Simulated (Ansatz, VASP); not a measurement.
**MgO in VASP and in Ansatz**

File INCAR:

```
PREC = Accurate ; ENCUT = 600
EDIFF = 1E-6 ; ISMEAR = 0
SIGMA = 0.02 ; LREAL = False
LASPH = True ; NELM = 120
ALGO = Normal ; ISIF = 2
LWAVE = False ; LCHARG = True
GGA = PE ; IVDW = 12
LELF = True ; LVHAR = True
NBANDS = 11 ; GGA_COMPAT = False
```

The input KPOINTS:

```
regular mesh
0
Gamma
  10 10 10
```

File POSCAR:

```
MgO
1.0
    0.0000000000      2.1450920990      2.1450920990
    2.1450920990      0.0000000000      2.1450920990
    2.1450920990      2.1450920990      0.0000000000
Mg O
1 1
Direct
    0.0000000000      0.0000000000      0.0000000000
    0.5000000000      0.5000000000      0.5000000000
```

Input for Ansatz:

```yaml
crystal:
  lattice:
    - [0.0, 2.145092099, 2.145092099]
    - [2.145092099, 0.0, 2.145092099]
    - [2.145092099, 2.145092099, 0.0]
  atoms:
    - { symbol: Mg, position: [0.0, 0.0, 0.0] }
    - { symbol: O, position: [0.5, 0.5, 0.5] }
basis:
  ecutwfc: 420
kpoints:
  mp_grid: { grid: [10, 10, 10] }
hamiltonian:
  xc: pbe
  dispersion: d3bj
  pseudopotentials: { kind: paw }
scf:
  occupations: { method: gaussian, width: 0.02 }
output:
  forces: true
  stress: true
  eigenvalues: true
  write_density: true
  write_potential: true
  elf: true
  volumetric_format: npy
```

Alike in both runs: task single point; functional PBE; dispersion D3(BJ); k mesh 10 × 10 × 10; occupations gaussian, width 0.02 eV; no spin polarisation.

|  | VASP | Ansatz |
| --- | --- | --- |
| version | VASP 6.6.1 | Ansatz 0.2.0 |
| potentials or method | VASP PAW PBE potentials, release 64 (Mg, O), cutoff 600 eV | scalar-relativistic, plane waves, PAW |
| valence electrons in the cell | 8 | 16 |

Ansatz gave:

```
gap on the k mesh at the Fermi level (eV) : 4.23
least direct gap on the mesh (eV)         : 4.23
pressure (GPa)                            : -8.2
```

Which values does VASP return?

gap on the k mesh at the Fermi level (eV): 4.21; least direct gap on the mesh (eV): 4.21; pressure (GPa): -9.2.

VASP's potentials hold 8 valence electrons a cell and Ansatz's 16, so a difference there can come from the potentials and not from the codes.
